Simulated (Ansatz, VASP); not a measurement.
# Ir: VASP beside Ansatz

File INCAR:

```
SYSTEM = Ir
PREC     = Accurate       ! precision mode
ENCUT    = 520            ! plane-wave cutoff, eV
EDIFF    = 1E-6           ! SCF threshold, eV
ISMEAR   = 0              ! smearing method
SIGMA    = 0.15           ! smearing width, eV
LREAL    = .FALSE.        ! projectors in reciprocal space
LASPH    = .TRUE.         ! aspherical terms in the spheres
NELM     = 60             ! most SCF steps
ALGO     = Fast           ! electronic algorithm
ISIF     = 2              ! what is computed and relaxed
LWAVE    = .FALSE.        ! write WAVECAR
LCHARG   = .FALSE.        ! write CHGCAR
GGA      = PS             ! functional
NBANDS   = 16             ! bands
```

KPOINTS

```
regular mesh
0
G
  18 18 12
  0 0 0
```

Contents of POSCAR:

```
Ir
1.0
    2.7513778946      0.0034392224      0.0000000000
   -1.3727104933      2.3810435409      0.0000000000
    0.0000000000      0.0000000000      4.4622900000
Ir
2
Direct
    0.6666666667      0.3333333333      0.7500000000
    0.3333333333      0.6666666667      0.2500000000
```

Input for Ansatz:

```yaml
crystal:
  lattice:
    - [2.7513778946, 0.0034392224, 0.0]
    - [-1.3727104933, 2.3810435409, 0.0]
    - [0.0, 0.0, 4.46229]
  atoms:
    - { symbol: Ir, position: [0.6666666667, 0.3333333333, 0.75] }
    - { symbol: Ir, position: [0.3333333333, 0.6666666667, 0.25] }
basis:
  ecutwfc: 420
kpoints:
  mp_grid: { grid: [18, 18, 12] }
hamiltonian:
  xc: pbesol
scf:
  occupations: { method: gaussian, width: 0.15 }
output:
  forces: true
  stress: true
  eigenvalues: true
```

Change from the starting cell: strain +0.0025 x Voigt [0, 0, 0, 0, 0, 1], atoms carried along.

Alike in both runs: task single point; functional PBEsol; k mesh 18 × 18 × 12; occupations gaussian, width 0.15 eV; no spin polarisation.

```csv
,VASP,Ansatz
version,VASP 6.6.1,Ansatz 0.2.0
potentials or method,"VASP PAW PBE potentials, release 64 (Ir), cutoff 520 eV","scalar-relativistic, plane waves, PAW"
valence electrons in the cell,18,34
```

|  | VASP | Ansatz | Ansatz less VASP |
| --- | --- | --- | --- |
| gap on the k mesh at the Fermi level (eV) | none | none | - |
| pressure (GPa) | -11.8 | -12.5 | -0.74 |
| traceless stress, the component that is largest in VASP (GPa) | -0.49 | -0.49 | 0.000 |

VASP's potentials were made for PBE, not for PBEsol. A gap of «none» marks a metal or a gap that the smearing closes. With one functional, cell and mesh, what is left measures potentials, basis and numerics. VASP's potentials hold 18 valence electrons a cell and Ansatz's 34, so a difference there can come from the potentials and not from the codes.

Spin-orbit coupling is off throughout.
